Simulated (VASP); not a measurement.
# LiTl2B6: relaxation of cell and atoms with PBE

Crystal: LiTl2B6.

```
Li Tl B
1.0
     0.00000    3.92569    3.92569
     3.92569    0.00000    3.92569
     3.92569    3.92569    0.00000
Li Tl B
1 2 6
Direct
  0.00000 0.00000 0.00000
  0.75000 0.75000 0.75000
  0.25000 0.25000 0.25000
  0.79786 0.79786 0.20214
  0.20214 0.79786 0.20214
  0.79786 0.20214 0.20214
  0.20214 0.20214 0.79786
  0.79786 0.20214 0.79786
  0.20214 0.79786 0.79786
```

The cell was built from a structure type or drawn by symmetry, and may not be a known phase.

* Program: VASP 6.6.1
* Task: relaxation of cell and atoms
* Functional: PBE
* Potentials or basis: VASP PAW PBE potentials, release 64 (Li_sv, Tl_d, B)
* Cutoff: 600 eV
* k mesh: 4 × 4 × 4
* Occupations: gaussian, width 0.1 eV
* Spin: no spin polarisation
* Dipole correction: no
* Further INCAR settings: ALGO = Normal; EDIFF = 1e-06; IBRION = 2; EDIFFG = -0.04; NSW = 90; ISIF = 3

| Property | Result |
| --- | --- |
| Relaxed volume | 16.93 Å³/atom |
| Relaxed cell | a = 5.995 Å, b = 5.995 Å, c = 5.995 Å, α = 60.00°, β = 60.00°, γ = 60.00° |
| Space group after relaxing (to 0.1 Å) | Fm-3m (No. 225) |
| Pressure after relaxing | 0.0 GPa |
| Largest force after relaxing | 0.008 eV/Å |
| Band gap on the k mesh | zero (an odd number of electrons rules out a gap without spin polarisation) |

Forces in eV/Å, atoms in the order of the input:
```
Li   0.000  0.000  0.000
Tl   0.000  0.000  0.000
Tl   0.000  0.000  0.000
B    0.000  0.000  0.008
B    0.000 -0.008  0.000
B   -0.008  0.000  0.000
B    0.000  0.000 -0.008
B    0.000  0.008  0.000
B    0.008  0.000  0.000
```

Final structure:
```
CELL_PARAMETERS angstrom
0.00000 4.23921 4.23921
4.23921 0.00000 4.23921
4.23921 4.23921 0.00000
ATOMIC_POSITIONS crystal
Li 0.00000 0.00000 0.00000
Tl 0.75000 0.75000 0.75000
Tl 0.25000 0.25000 0.25000
B 0.64453 0.64453 0.35547
B 0.35547 0.64453 0.35547
B 0.64453 0.35547 0.35547
B 0.35547 0.35547 0.64453
B 0.64453 0.35547 0.64453
B 0.35547 0.64453 0.64453
```

Levels at points of the mesh, in eV from the Fermi level:
| k point | band 21 | band 22 | band 23 | band 24 | band 25 | band 26 |
| --- | --- | --- | --- | --- | --- | --- |
| (0.00, 0.00, 0.00) | -0.61 | -0.61 | 0.17 | 0.17 | 0.17 | 0.29 |
| (0.50, 0.00, 0.00) | -1.16 | -1.16 | -0.92 | -0.42 | 1.08 | 1.08 |
| (0.50, 0.50, 0.00) | -1.65 | -0.55 | -0.50 | -0.50 | -0.44 | 1.29 |

Wall time 19 min on 1 thread of AMD EPYC 7R13 Processor (Zen 3) (shared host), peak memory 0.35 GiB.

Caveat: the cutoff is under 1.25 times the usual one of these potentials, so pressure, stress and relaxed cells hold a basis-set (Pulay) error; the volume moved by over 15 % at a fixed basis, so the end points are rough; spin-orbit coupling is left out, which moves the levels of the heavy elements.
